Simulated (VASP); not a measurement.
# Be2CdS2 (P6/mmm) in VASP: notebook, part 2 of 3

VASP 6.6.1.

### 3 Single point, PBE

This run uses another cell than the first one, of 23.39 Å³/atom, 1.166 times its volume.

INCAR

```
PREC = Accurate
ENCUT = 520
EDIFF = 1E-6
ISMEAR = 0
SIGMA = 0.1
LREAL = False
LASPH = True
NELM = 80
ALGO = Normal
ISIF = 2
LWAVE = False
LCHARG = False
GGA = PE
NBANDS = 22
```

KPOINTS

```
regular mesh
0
Gamma
  6 6 2
```

POSCAR

```
Be2CdS2
1.0
    4.1677272490      0.0000000000      0.0000000000
   -2.0838636245      3.6093576737      0.0000000000
    0.0000000000      0.0000000000      7.7728513956
Be Cd S
2 1 2
Direct
    0.3333333333      0.6666666667      0.5000000000
    0.6666666667      0.3333333333      0.5000000000
    0.0000000000      0.0000000000      0.5000000000
    0.0000000000      0.0000000000      0.1250867772
    0.0000000000      0.0000000000      0.8749132228
```

Potentials or basis: VASP PAW PBE potentials, release 64 (Be, Cd, S).

The run is started by

```bash
$ cat potpaw_PBE.64/Be/POTCAR potpaw_PBE.64/Cd/POTCAR potpaw_PBE.64/S/POTCAR > POTCAR
$ mpirun -np 1 vasp_std > vasp.out
```

OUTCAR:

```text
PREC = Accurate
   ENCUT = 520
   EDIFF = 1E-6
   ISMEAR = 0
   LREAL = False
   LASPH = True
   NELM = 80
   ISIF = 2
   GGA = PE

 ion  position               nearest neighbor table
   1  0.333  0.667  0.500-   3 2.41   3 2.41   3 2.41
   2  0.667  0.333  0.500-   3 2.41   3 2.41   3 2.41
   3  0.000  0.000  0.500-   1 2.41   2 2.41   2 2.41   1 2.41   2 2.41   1 2.41   4 2.91   5 2.91

   4  0.000  0.000  0.125-   5 1.94   3 2.91
   5  0.000  0.000  0.875-   4 1.94   3 2.91

  LATTYP: Found a hexagonal cell.
 ALAT       =     4.1677272490
 C/A-ratio  =     1.8650096158

  Lattice vectors:

 A1 = (   4.1677272490,   0.0000000000,   0.0000000000)
 A2 = (  -2.0838636245,   3.6093576737,   0.0000000000)
 A3 = (   0.0000000000,   0.0000000000,   7.7728513956)

Analysis of symmetry for initial positions (statically):
=====================================================================
 Subroutine PRICEL returns:
 Original cell was already a primitive cell.

 Routine SETGRP: Setting up the symmetry group for a
 hexagonal supercell.

 Subroutine GETGRP returns: Found 24 space group operations
 (whereof 24 operations were pure point group operations)
 out of a pool of 24 trial point group operations.

The static configuration has the point symmetry D_6h.

Analysis of symmetry for dynamics (positions and initial velocities):
=====================================================================
 Subroutine PRICEL returns:
 Original cell was already a primitive cell.

 Routine SETGRP: Setting up the symmetry group for a
 hexagonal supercell.

 Subroutine GETGRP returns: Found 24 space group operations
 (whereof 24 operations were pure point group operations)
 out of a pool of 24 trial point group operations.

The dynamic configuration has the point symmetry D_6h.

 Subroutine INISYM returns: Found 24 space group operations
 (whereof 24 operations are pure point group operations),
 and found     1 'primitive' translations

----------------------------------------------------------------------------------------

                                     Primitive cell

  volume of cell :     116.9256

  direct lattice vectors                    reciprocal lattice vectors
     4.167727249  0.000000000  0.000000000     0.239938926  0.138528804  0.000000000
    -2.083863625  3.609357674  0.000000000     0.000000000  0.277057607  0.000000000
     0.000000000  0.000000000  7.772851396     0.000000000  0.000000000  0.128652916

  length of vectors
     4.167727249  4.167727249  7.772851396     0.277057607  0.277057607  0.128652916

  position of ions in fractional coordinates (direct lattice)
     0.333333333  0.666666667  0.500000000
     0.666666667  0.333333333  0.500000000
     0.000000000  0.000000000  0.500000000
     0.000000000  0.000000000  0.125086777
     0.000000000  0.000000000  0.874913223

  ion indices of the primitive-cell ions
   primitive index   ion index
                 1           1
                 2           2
                 3           3
                 4           4
                 5           5

----------------------------------------------------------------------------------------
[... 31 lines left out ...]
  0.166667  0.166667  0.000000      6.000000
  0.333333  0.166667  0.000000     12.000000
  0.333333  0.333333  0.000000      2.000000
  0.000000  0.000000  0.500000      1.000000
  0.166667  0.000000  0.500000      6.000000
  0.333333  0.000000  0.500000      6.000000
  0.500000  0.000000  0.500000      3.000000
  0.166667  0.166667  0.500000      6.000000
  0.333333  0.166667  0.500000     12.000000
  0.333333  0.333333  0.500000      2.000000
   k-points           NKPTS =     14   k-points in BZ     NKDIM =     14   number of bands    NBANDS=     22
   number of dos      NEDOS =    301   number of ions     NIONS =      5
   total plane-waves  NPLWV =  61440
   dimension x,y,z NGX =    32 NGY =   32 NGZ =   60
   dimension x,y,z NGXF=    64 NGYF=   64 NGZF=  120
   ions per type =               2   1   2
   NGX,Y,Z   is equivalent  to a cutoff of  12.76, 12.76, 12.83 a.u.
   NGXF,Y,Z  is equivalent  to a cutoff of  25.53, 25.53, 25.67 a.u.
 SYSTEM =  unknown system
   PREC   = accura    normal or accurate (medium, high low for compatibility)
   ISTART =      0    job   : 0-new  1-cont  2-samecut
   ICHARG =      2    charge: 1-file 2-atom 10-const
   ISPIN  =      1    spin polarized calculation?
   LNONCOLLINEAR =      F non collinear calculations
   LSORBIT =      F    spin-orbit coupling
   LASPH  =      T    aspherical Exc in radial PAW
   ENCUT  =  520.0 eV  38.22 Ry    6.18 a.u.   7.75  7.75 14.45*2*pi/ulx,y,z
   NELM   =     80;   NELMIN=  2; NELMDL= -5     # of ELM steps
   EDIFF  = 0.1E-05   stopping-criterion for ELM
   LREAL  =      F    real-space projection
   EDIFFG = 0.1E-04   stopping-criterion for IOM
   NSW    =      0    number of steps for IOM
   IBRION =     -1    ionic relax: 0-MD 1-quasi-New 2-CG
   NFREE  =      0    steps in history (QN), initial steepest desc. (CG)
   ISIF   =      2    stress and relaxation
   ISYM   =      2    0-nonsym 1-usesym 2-fastsym
   POTIM  = 0.5000    time-step for ionic-motion
   TEBEG  =    0.0;   TEEND  =   0.0 temperature during run
   PSTRESS=    0.0 pullay stress
   NELECT =      28.0000    total number of electrons
   NUPDOWN=      -1.0000    fix difference up-down
   EMIN   =  10.00;   EMAX   =-10.00  energy-range for DOS
   EFERMI =   0.00;   METHOD = LEGACY
   ISMEAR =     0;   SIGMA  =   0.10  broadening in eV -4-tet -1-fermi 0-gaus
   EFERMI_NEDOS =   21; number of points for ismear=-14 and -15
   IALGO  =     38    algorithm
   IMIX   =      4    mixing-type and parameters
     AMIX     =   0.40;   BMIX     =  1.00
     AMIX_MAG =   1.60;   BMIX_MAG =  1.00
  volume/ion in A,a.u.               =      23.39       157.81
  Fermi-wavevector in a.u.,A,eV,Ry     =   1.016618  1.921129 14.061777  1.033511
  Thomas-Fermi vector in A             =   2.149972
   LORBIT       =      0    0 simple, 1 ext, 2 COOP (PROOUT), +10 PAW based schemes
   GGA     = PE    functional components
   LHFCALC =     F    Hartree Fock is set to
   AEXX    =    0.0000 exact exchange contribution
   IVDW    =     0    specifies the selected vdW correction
   LEPSILON=     F    determine dielectric tensor
   LRPA    =     F    only Hartree local field effects (RPA)
 non-spin polarized calculation
 Gauss-broadening in eV      SIGMA  =   0.10
  energy-cutoff  :      520.00
  volume of cell :      116.93
 maximum number of plane-waves:      3179
 NGX is ok and might be reduce to    32
   NGX = 15   NGY = 15   NGZ = 29

 number of electron      27.9999999 magnetization

 Free energy of the ion-electron system (eV)
  ---------------------------------------------------
  ext. energy  EPLUGINS =         0.00000000
  ---------------------------------------------------
  free energy    TOTEN  =       -13.29807459 eV

  energy without entropy =      -13.27672167  energy(sigma->0) =      -13.28739813

 E-fermi :   1.4095     XC(G=0):  -8.2297

 val. band max:        1.3403051505   @ k =   0.1667   0.1667   0.5000
 cond. band min:       1.4221704846   @ k =   0.5000   0.0000   0.0000
 fundamental gap:      0.0818653341
 Fermi energy:         1.4095144020

 k-point     1 :       0.0000    0.0000    0.0000
  band No.  band energies     occupation
      1     -13.9465      2.00000
      2      -9.1533      2.00000
      3      -7.8879      2.00000
      4      -7.8708      2.00000
      5      -7.8708      2.00000
      6      -7.3479      2.00000
[... 339 lines left out ...]
     21       8.7028      0.00000
     22       9.0937      0.00000

------------------------ aborting loop because EDIFF is reached ----------------------------------------

  FORCE on cell =-STRESS in cart. coord.  units (eV):
  Direction    XX          YY          ZZ          XY          YZ          ZX
  --------------------------------------------------------------------------------------
  -------------------------------------------------------------------------------------
  Total        0.1393245      0.1393245     -0.3570021      0.0000000      0.0000000      0.0000000
  in kB        1.9090987      1.9090987     -4.8918343      0.0000000      0.0000000      0.0000000
  external PRESSURE =      -0.3578790 kB  Pullay stress =       0.0000000 kB

 VOLUME and BASIS-vectors are now :
 -----------------------------------------------------------------------------
  energy-cutoff  :      520.00
  volume of cell :      116.93
      direct lattice vectors                 reciprocal lattice vectors
     4.167727249  0.000000000  0.000000000     0.239938926  0.138528804  0.000000000
    -2.083863625  3.609357674  0.000000000     0.000000000  0.277057607  0.000000000
     0.000000000  0.000000000  7.772851396     0.000000000  0.000000000  0.128652916

 POSITION                                       TOTAL-FORCE (eV/Angst)
 -----------------------------------------------------------------------------------
     -0.00000      2.40624      3.88643         0.000000     -0.000000      0.000000
      2.08386      1.20312      3.88643        -0.000000      0.000000      0.000000
      0.00000      0.00000      3.88643        -0.000000      0.000000      0.000000
      0.00000      0.00000      0.97228        -0.000000      0.000000     -0.215493
      0.00000      0.00000      6.80057         0.000000     -0.000000      0.215493
 -----------------------------------------------------------------------------------
    total drift:                                0.000000     -0.000000     -0.000000

  FREE ENERGIE OF THE ION-ELECTRON SYSTEM (eV)
  ---------------------------------------------------
  free  energy   TOTEN  =       -13.2980745906 eV

  energy  without entropy=      -13.2767216684  energy(sigma->0) =      -13.28739813
```

stdout:

```text
POSCAR found type information on POSCAR BeCdS
 POSCAR found :  3 types and       5 ions
 scaLAPACK will be used
 LDA part: xc-table for (Slater+PW92), standard interpolation
 POSCAR, INCAR and KPOINTS ok, starting setup
 FFT: planning ... GRIDC
 FFT: planning ... GRID_SOFT
 FFT: planning ... GRID
 WAVECAR not read
 entering main loop
```

Wall time 56 s (1 thread of Intel Xeon Platinum 8259CL at 2.50GHz (Skylake/Cascade Lake), shared host); peak memory 0.24 GiB.

What came out:

- Free energy: -13.2981 eV
- Pressure: 0.0 GPa
- Largest force: 0.215 eV/Å
- Band gap on the k mesh: zero (band 14 reaches 1.89 eV, above the bottom of band 15 at 0.64 eV)

Forces in eV/Å, atoms in the order of the input:
```
Be   0.000  0.000  0.000
Be   0.000  0.000  0.000
Cd   0.000  0.000  0.000
S    0.000  0.000 -0.215
S    0.000  0.000  0.215
```

Caveat: the k points lie up to 0.40 Å⁻¹ apart.

### 4 Relaxation of cell and atoms, PBE

INCAR

```
SYSTEM = Be2CdS2
ALGO     = Normal         ! electronic algorithm
EDIFF    = 1E-6           ! SCF threshold, eV
EDIFFG   = -0.04          ! ionic threshold
ENCUT    = 600            ! plane-wave cutoff, eV
GGA      = PE             ! functional
IBRION   = 2              ! ionic algorithm
ISIF     = 3              ! what is computed and relaxed
ISMEAR   = 0              ! smearing method
LASPH    = .True.         ! aspherical terms in the spheres
LCHARG   = .False.        ! write CHGCAR
LREAL    = .False.        ! projectors in reciprocal space
LWAVE    = .False.        ! write WAVECAR
NELM     = 80             ! most SCF steps
NSW      = 90             ! ionic steps
PREC     = Accurate       ! precision mode
SIGMA    = 0.1            ! smearing width, eV
```

KPOINTS

```
k-points
0
Gamma
  6 6 2
  0 0 0
```

POSCAR

```
Be2CdS2
1.0
    3.7726590800      0.0000000000      0.0000000000
   -1.8863295400      3.2672186100      0.0000000000
    0.0000000000      0.0000000000      8.1387649700
Be Cd S
2 1 2
Direct
    0.3333333300      0.6666666700      0.5000000000
    0.6666666700      0.3333333300      0.5000000000
    0.0000000000      0.0000000000      0.5000000000
    0.0000000000      0.0000000000      0.2458525400
    0.0000000000      0.0000000000      0.7541474600
```

The run is started by

```bash
$ cat potpaw_PBE.64/Be/POTCAR potpaw_PBE.64/Cd/POTCAR potpaw_PBE.64/S/POTCAR > POTCAR
$ mpirun -np 1 vasp_std > vasp.out
```

Run time: 5.7 min. Hardware: 1 thread of Intel Xeon Platinum 8259CL at 2.50GHz (Skylake/Cascade Lake), shared host; peak memory 0.26 GiB.

Results (log left out):

```
Free energy                            : -11.2233 eV
Relaxed volume                         : 26.54 Å³/atom
Relaxed cell                           : a = 4.197 Å, b = 4.197 Å, c = 8.696 Å, α = 90.00°, β = 90.00°, γ = 120.00°
Space group after relaxing (to 0.05 Å) : P6/mmm (No. 191)
Energy gained by relaxing              : 528.3 meV/atom
Ionic steps                            : 10
Pressure after relaxing                : -0.1 GPa
Largest force after relaxing           : 0.024 eV/Å
Band gap on the k mesh                 : zero (band 14 reaches 0.48 eV, above the bottom of band 15 at -0.53 eV)
```

Forces in eV/Å, atoms in the order of the input:
```
Be   0.000  0.000  0.000
Be   0.000  0.000  0.000
Cd   0.000  0.000  0.000
S    0.000  0.000 -0.024
S    0.000  0.000  0.024
```

Stress tensor (GPa, compression positive):
```
-0.16  0.00  0.00
 0.00 -0.16  0.00
 0.00  0.00  0.02
```

Step by step:
```
step  energy change (eV)  largest force (eV/Å)  pressure (GPa)  volume (Å³)
   1              0.0000                6.5655           27.30       100.32
   2             -1.0807                0.9237           -3.79       157.77
   3             -2.2034                0.9134            2.20       123.53
   4             -2.2144                0.8183            2.72       122.33
   5             -2.2205                0.6507            3.62       120.39
   6             -2.6195                0.3717           -0.24       131.81
   7             -2.6320                0.2512           -0.83       134.69
   8             -2.6321                0.2643           -0.78       134.40
   9             -2.6396                0.1573            0.21       131.98
  10             -2.6413                0.0245           -0.10       132.68
```

Final structure:
```
CELL_PARAMETERS angstrom
4.19734 0.00000 0.00000
-2.09867 3.63500 0.00000
0.00000 0.00000 8.69590
ATOMIC_POSITIONS crystal
Be 0.33333 0.66667 0.50000
Be 0.66667 0.33333 0.50000
Cd 0.00000 0.00000 0.50000
S 0.00000 0.00000 0.22876
S 0.00000 0.00000 0.77124
```

Levels at points of the mesh, in eV from the Fermi level:
```
           k point  band 11  band 12  band 13  band 14  band 15  band 16  band 17  band 18
(0.00, 0.00, 0.00)    -0.73    -0.07    -0.07    -0.07     1.78     1.83     1.83     2.86
(0.50, 0.00, 0.00)    -1.91    -1.71    -0.82    -0.38     0.28     0.32     3.38     3.52
(0.00, 0.00, 0.50)    -0.69    -0.13    -0.13     0.54     1.51     1.83     1.83     2.90
(0.50, 0.00, 0.50)    -2.24    -1.80    -0.68    -0.44     0.34     0.70     3.23     3.44
```

Caveat: the k points lie up to 0.36 Å⁻¹ apart in the final cell; the volume moved by over 15 % at a fixed basis, so the end points are rough.

### 5 Single point, PBE

This run uses another cell than the first one, of 23.23 Å³/atom, 1.158 times its volume.

INCAR

```
ALGO = Normal
EDIFF = 1E-7
ENCUT = 520
GGA = PE
ISIF = 2
ISMEAR = 0
LASPH = True
LCHARG = False
LREAL = False
LWAVE = False
NBANDS = 22
NELM = 100
PREC = Accurate
SIGMA = 0.1
```

KPOINTS

```
k-points
0
Gamma
  12 12 6
```

POSCAR

```
Be2CdS2
1.0
    4.1698708919      0.0000000000      0.0000000000
   -2.0849354460      3.6112141229      0.0000000000
    0.0000000000      0.0000000000      7.7133495664
Be Cd S
2 1 2
Direct
    0.3333333333      0.6666666667      0.5000000000
    0.6666666667      0.3333333333      0.5000000000
    0.0000000000      0.0000000000      0.5000000000
    0.0000000000      0.0000000000      0.1260599905
    0.0000000000      0.0000000000      0.8739400095
```

The run is started by

```bash
$ cat potpaw_PBE.64/Be/POTCAR potpaw_PBE.64/Cd/POTCAR potpaw_PBE.64/S/POTCAR > POTCAR
$ mpirun -np 1 vasp_std > vasp.out
```

Wall time 3.8 min (1 thread of Intel Xeon Platinum 8259CL at 2.50GHz (Skylake/Cascade Lake), shared host); peak memory 0.36 GiB.

It converged, with:

```
Free energy            : -13.3182 eV
Pressure               : -0.1 GPa
Largest force          : 0.198 eV/Å
Band gap on the k mesh : zero (band 14 reaches 2.00 eV, above the bottom of band 15 at 0.64 eV)
```

Forces on the atoms (eV/Å):
```
Be   0.000  0.000  0.000
Be   0.000  0.000  0.000
Cd   0.000  0.000  0.000
S    0.000  0.000 -0.198
S    0.000  0.000  0.198
```

Stress tensor (GPa, compression positive):
```
 0.12  0.00  0.00
 0.00  0.12  0.00
 0.00  0.00 -0.46
```

Levels at points of the mesh, in eV from the Fermi level:
```tsv
k point	band 12	band 13	band 14	band 15	band 16	band 17
(0.00, 0.00, 0.00)	-0.89	0.31	0.31	2.44	2.44	2.70
(0.50, 0.00, 0.00)	-2.86	-1.18	-1.05	0.03	1.41	2.98
(0.00, 0.00, 0.50)	0.14	0.14	0.35	2.45	2.45	2.97
(0.50, 0.00, 0.50)	-3.12	-1.37	-0.58	0.36	2.13	2.98
```

(Continued in part 3 of 3.)
